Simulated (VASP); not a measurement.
# Hf (P6_3/mmc) in VASP: notebook, part 2 of 3

VASP 6.6.1. Earlier steps stand in the parts before.

**3. Single point, PBE**

This run uses another cell than the first one, of 22.26 Å³/atom.

INCAR reads:

```
SYSTEM = Hf
ALGO     = Fast           ! electronic algorithm
EDIFF    = 1E-6           ! SCF threshold, eV
ENCUT    = 520            ! plane-wave cutoff, eV
GGA      = PE             ! functional
ISIF     = 2              ! what is computed and relaxed
ISMEAR   = 0              ! smearing method
LASPH    = .True.         ! aspherical terms in the spheres
LCHARG   = .False.        ! write CHGCAR
LREAL    = .False.        ! projectors in reciprocal space
LWAVE    = .False.        ! write WAVECAR
NBANDS   = 17             ! bands
NELM     = 80             ! most SCF steps
PREC     = Accurate       ! precision mode
SIGMA    = 0.1            ! smearing width, eV
```

KPOINTS reads:

```
k-points
0
Gamma
  6 6 4
  0 0 0
```

POSCAR reads:

```
Hf
1.0
    3.1923846300      0.0000000000      0.0000000000
   -1.5961923200      2.7646861900      0.0000000000
    0.0000000000      0.0000000000      5.0450416400
Hf
2
Direct
    0.3333333300      0.6666666700      0.2500000000
    0.6666666700      0.3333333300      0.7500000000
```

Potentials or basis: VASP PAW PBE potentials, release 64 (Hf_pv).

Launch:

```bash
> cat potpaw_PBE.64/Hf_pv/POTCAR > POTCAR
> mpirun -np 1 vasp_std > vasp.out
```

OUTCAR:

```text
SYSTEM = Hf
   EDIFF = 1E-6
   ENCUT = 520
   GGA = PE
   ISIF = 2
   ISMEAR = 0
   LASPH = .True.
   LREAL = .False.
   NELM = 80
   PREC = Accurate

 ion  position               nearest neighbor table
   1  0.333  0.667  0.250-   2 3.12   2 3.12   2 3.12   2 3.12   2 3.12   2 3.12
   2  0.667  0.333  0.750-   1 3.12   1 3.12   1 3.12   1 3.12   1 3.12   1 3.12

  LATTYP: Found a hexagonal cell.
 ALAT       =     3.1923846300
 C/A-ratio  =     1.5803364020

  Lattice vectors:

 A1 = (   3.1923846300,   0.0000000000,   0.0000000000)
 A2 = (  -1.5961923200,   2.7646861900,   0.0000000000)
 A3 = (   0.0000000000,   0.0000000000,   5.0450416400)

Analysis of symmetry for initial positions (statically):
=====================================================================
 Subroutine PRICEL returns:
 Original cell was already a primitive cell.

 Routine SETGRP: Setting up the symmetry group for a
 hexagonal supercell.

 Subroutine GETGRP returns: Found 24 space group operations
[... 160 lines left out ...]
  ---------------------------------------------------
  free energy    TOTEN  =       -19.82613969 eV

  energy without entropy =      -19.80819537  energy(sigma->0) =      -19.81716753

 E-fermi :   5.0057     XC(G=0): -11.3055

 val. band max:        4.9262392627   @ k =   0.1667   0.0000   0.0000
 cond. band min:       5.0067964474   @ k =   0.3333   0.3333   0.2500
 fundamental gap:      0.0805571847
 Fermi energy:         5.0057313560

 k-point     1 :       0.0000    0.0000    0.0000
  band No.  band energies     occupation
      1     -26.1163      2.00000
      2     -25.3699      2.00000
      3     -25.3699      2.00000
      4     -25.2395      2.00000
      5     -25.2395      2.00000
      6     -25.2332      2.00000
[... 397 lines left out ...]
      4     -25.7012      2.00000
      5     -25.3732      2.00000
      6     -25.3732      2.00000
[... 9 lines left out ...]
     16      10.0327      0.00000
     17      13.5817      0.00000

------------------------ aborting loop because EDIFF is reached ----------------------------------------

  FORCE on cell =-STRESS in cart. coord.  units (eV):
  Direction    XX          YY          ZZ          XY          YZ          ZX
  --------------------------------------------------------------------------------------
  -------------------------------------------------------------------------------------
  Total        0.2394715      0.2394715      0.4851317     -0.0000000      0.0000000     -0.0000000
  in kB        8.6166543      8.6166543     17.4559886     -0.0000000      0.0000000     -0.0000000
  external PRESSURE =      11.5630991 kB  Pullay stress =       0.0000000 kB

 VOLUME and BASIS-vectors are now :
 -----------------------------------------------------------------------------
  energy-cutoff  :      520.00
  volume of cell :       44.53
      direct lattice vectors                 reciprocal lattice vectors
     3.192384630  0.000000000  0.000000000     0.313245463  0.180852353  0.000000000
    -1.596192320  2.764686190  0.000000000     0.000000000  0.361704704  0.000000000
     0.000000000  0.000000000  5.045041640     0.000000000  0.000000000  0.198214419

 POSITION                                       TOTAL-FORCE (eV/Angst)
 -----------------------------------------------------------------------------------
     -0.00000      1.84312      1.26126        -0.000000      0.000000      0.000000
      1.59619      0.92156      3.78378         0.000000     -0.000000      0.000000
 -----------------------------------------------------------------------------------
    total drift:                               -0.000002      0.000001     -0.000000

  FREE ENERGIE OF THE ION-ELECTRON SYSTEM (eV)
  ---------------------------------------------------
  free  energy   TOTEN  =       -19.8261396915 eV

  energy  without entropy=      -19.8081953705  energy(sigma->0) =      -19.81716753
```

OSZICAR:

```text
N       E                     dE             d eps       ncg     rms          rms(c)
DAV:   1     0.515995013414E+02    0.51600E+02   -0.11424E+04   714   0.112E+03
DAV:   2    -0.185834226676E+02   -0.70183E+02   -0.68395E+02   899   0.252E+02
DAV:   3    -0.205220426986E+02   -0.19386E+01   -0.19229E+01   911   0.275E+01
DAV:   4    -0.205373930409E+02   -0.15350E-01   -0.15333E-01   874   0.293E+00
DAV:   5    -0.205375483446E+02   -0.15530E-03   -0.15529E-03   939   0.263E-01    0.661E+01
RMM:   6    -0.200128957085E+02    0.52465E+00   -0.43137E-01   714   0.399E+00    0.395E+01
RMM:   7    -0.198342414045E+02    0.17865E+00   -0.10190E+00   798   0.609E+00    0.191E+00
RMM:   8    -0.198249225130E+02    0.93189E-02   -0.85563E-02   763   0.209E+00    0.494E-01
RMM:   9    -0.198260248697E+02   -0.11024E-02   -0.12340E-02   947   0.722E-01    0.456E-01
RMM:  10    -0.198261557327E+02   -0.13086E-03   -0.15741E-03   966   0.260E-01    0.217E-01
RMM:  11    -0.198262612913E+02   -0.10556E-03   -0.69389E-04   782   0.165E-01    0.108E+00
RMM:  12    -0.198261351159E+02    0.12618E-03   -0.25963E-04   781   0.983E-02    0.160E-02
RMM:  13    -0.198261396293E+02   -0.45134E-05   -0.44304E-05   851   0.439E-02    0.383E-02
RMM:  14    -0.198261396915E+02   -0.62189E-07   -0.47611E-06   775   0.132E-02
   1 F= -.19826140E+02 E0= -.19817168E+02  d E =-.179443E-01
```

stdout:

```text
POSCAR found type information on POSCAR Hf
 POSCAR found :  1 types and       2 ions
 scaLAPACK will be used
 LDA part: xc-table for (Slater+PW92), standard interpolation
 POSCAR, INCAR and KPOINTS ok, starting setup
 FFT: planning ... GRIDC
 FFT: planning ... GRID_SOFT
 FFT: planning ... GRID
 WAVECAR not read
 entering main loop
```

Run time: 20 s. Hardware: 1 thread of Intel Xeon 8259CL, shared host; peak memory 0.16 GiB.

What came out:

- Free energy: -19.8261 eV
- Pressure: 1.2 GPa
- Band gap on the k mesh: zero (bands 10 and 11 overlap by 1.37 eV)

Caveat: the k points lie up to 0.38 Å⁻¹ apart, too coarse for converged energies and pressures of a metal; spin-orbit coupling is left out, which moves the levels of the heavy elements.

[end of part 2 of 3]
